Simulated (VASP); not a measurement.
A run of VASP 6.6.1 is set up as follows.

The input POSCAR:

```
Ag
1.0
    0.0000000000      2.0431000000      2.0431000000
    2.1248240000      0.0000000000      2.0431000000
    2.1248240000      2.0431000000      0.0000000000
Ag
1
Direct
    0.0000000000      0.0000000000      0.0000000000
```

Contents of INCAR.step1:

```
SYSTEM = Ag
ALGO = Normal
EDIFF = 1E-4
ENCUT = 520
GGA = PE
ISMEAR = 0
LASPH = .TRUE.
LCHARG = .FALSE.
LREAL = .FALSE.
LWAVE = .TRUE.
NBANDS = 12
NELM = 60
PREC = Accurate
SIGMA = 0.15
```

File INCAR.step2:

```
SYSTEM = Ag
ALGO = Normal
EDIFF = 1E-6
ENCUT = 520
ISIF = 2
ISMEAR = 0
ISTART = 1
LASPH = .TRUE.
LCHARG = .TRUE.
LELF = .TRUE.
LMIXTAU = .TRUE.
LREAL = .FALSE.
LVHAR = .TRUE.
LWAVE = .FALSE.
METAGGA = R2SCAN
NBANDS = 12
NELM = 60
PREC = Accurate
SIGMA = 0.15
```

The input KPOINTS:

```
k-points
0
G
  20 20 20
  0 0 0
```

Potentials or basis: VASP PAW PBE potentials, release 64 (Ag).

The run is started by

```sh
$ cat potpaw_PBE.64/Ag/POTCAR > POTCAR
$ cp INCAR.step1 INCAR
$ mpirun -np 1 vasp_std > vasp.out
$ cp INCAR.step2 INCAR
$ mpirun -np 1 vasp_std > vasp.out
```

(1) What does it give for the pressure?

(2) What does it give for the band gap on the k mesh?

## Answers

(1) -2.4 GPa.

(2) zero (an odd number of electrons rules out a gap without spin polarisation).

Caveat: the cell differs from its parent crystal (strain +0.0400 x Voigt [1, 0, 0, 0, 0, 0]); the PAW data sets were made with another functional, which shifts forces and pressure a little.
